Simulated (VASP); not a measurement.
# BeS: single point with PBE

The system is BeS.

```
CELL_PARAMETERS angstrom
0.00000 2.49775 2.38863
2.49775 0.00000 2.38863
2.49775 2.49775 0.00000
ATOMIC_POSITIONS crystal
Be 0.00000 0.00000 0.00000
S 0.75000 0.75000 0.75000
```

This cell differs from its parent crystal: strain +0.030 along x and y, -0.015 along z.

| Quantity | Value |
| --- | --- |
| Program | VASP 6.6.1 |
| Task | single point |
| Functional | PBE |
| Potentials or basis | VASP PAW PBE potentials, release 64 (Be, S) |
| Cutoff | 520 eV |
| k mesh | 8 × 8 × 8 |
| Occupations | gaussian, width 0.05 eV |
| Spin | no spin polarisation |

```yaml
Pressure: -2.5 GPa
Band_gap_on_the_k_mesh: 2.86 eV, indirect (least direct gap 5.37 eV)
```

Stress tensor (GPa, compression positive):
```
-3.78  0.00  0.00
 0.00 -3.78  0.00
 0.00  0.00  0.14
```

Levels at points of the mesh, in eV from the valence-band top:
```csv
k point,band 1,band 2,band 3,band 4,band 5,band 6,band 7,band 8
"(0.00, 0.00, 0.00)",-13.54,-0.21,-0.21,0.00,5.37,5.51,5.58,5.58
"(0.50, 0.00, 0.00)",-12.05,-5.65,-1.30,-0.93,5.08,6.24,6.72,10.87
"(0.50, 0.50, 0.00)",-11.42,-4.74,-2.85,-2.85,2.86,4.53,12.29,12.29
"(0.50, 0.00, 0.50)",-11.61,-5.04,-2.55,-2.48,3.18,4.96,12.12,12.26
```

It took 11 s on 1 thread of Intel(R) Xeon(R) 6975P-C (Granite Rapids), with other jobs on the host, peak memory 0.15 GiB.

Caveat: the cell differs from its parent crystal (strain +0.030 along x and y, -0.015 along z). A k mesh can miss the band edges.
